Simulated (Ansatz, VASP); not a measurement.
Given: the input of a run of Ansatz 0.2.0 on Al2Au.

Contents of input.yaml:

```yaml
crystal:
  lattice:
    - [0.0, 2.9798651651, 2.9798651651]
    - [2.9798651651, 0.0, 2.9798651651]
    - [2.9798651651, 2.9798651651, 0.0]
  atoms:
    - { symbol: Au, position: [0.0, 0.0, 0.0] }
    - { symbol: Al, position: [0.75, 0.75, 0.75] }
    - { symbol: Al, position: [0.25, 0.25, 0.25] }
hamiltonian:
  xc: lda
  pseudopotentials: { kind: paw }
kpoints:
  mp_grid: { grid: [8, 8, 8] }
scf:
  occupations: { method: fermi_dirac, width: 0.05 }
output:
  forces: true
  stress: true
  eigenvalues: true
```

Potentials or basis: Ansatz PAW.

Run with:

```console
$ ansatz run input.yaml --threads 2 --pin off --max-ram 5632MiB --backend cpu --events-out ev --progress --plain --runs-dir out
```

Problem. Translate it to VASP 6.6.1. Potentials there: VASP PAW LDA potentials, release 64 (Au, Al).

Solution. As run (the cutoff follows the program's own potentials):

File INCAR:

```
SYSTEM = Al2Au
PREC = Accurate ; ENCUT = 520
EDIFF = 1E-7 ; ISMEAR = -1
SIGMA = 0.05 ; LREAL = .FALSE.
LASPH = .TRUE. ; NELM = 100
ALGO = Normal ; ISIF = 2
LWAVE = .FALSE. ; LCHARG = .TRUE.
GGA = CA ; LELF = .TRUE.
LVHAR = .TRUE. ; NBANDS = 16
```

The input KPOINTS:

```
Automatic mesh
0
G
  8 8 8
  0 0 0
```

Contents of POSCAR:

```
Al2Au
1.0
    0.0000000000      2.9798651651      2.9798651651
    2.9798651651      0.0000000000      2.9798651651
    2.9798651651      2.9798651651      0.0000000000
Au Al
1 2
Direct
    0.0000000000      0.0000000000      0.0000000000
    0.7500000000      0.7500000000      0.7500000000
    0.2500000000      0.2500000000      0.2500000000
```

Potentials or basis: VASP PAW LDA potentials, release 64 (Au, Al).

Command:

```bash
$ cat potpaw_LDA.64/Au/POTCAR potpaw_LDA.64/Al/POTCAR > POTCAR
$ mpirun -np 1 vasp_std > vasp.out
```

Both were run:

|  | VASP | Ansatz | Ansatz less VASP |
| --- | --- | --- | --- |
| gap on the k mesh at the Fermi level (eV) | none | none | - |
| pressure (GPa) | -0.1 | -0.4 | -0.22 |

LDA's correlation is that of Perdew and Zunger in VASP and of Perdew and Wang (1992) in Ansatz. A gap of «none» marks a metal or a gap that the smearing closes. VASP's potentials hold 17 valence electrons a cell and Ansatz's 25, so a difference there can come from the potentials and not from the codes.

Spin-orbit coupling is off throughout.
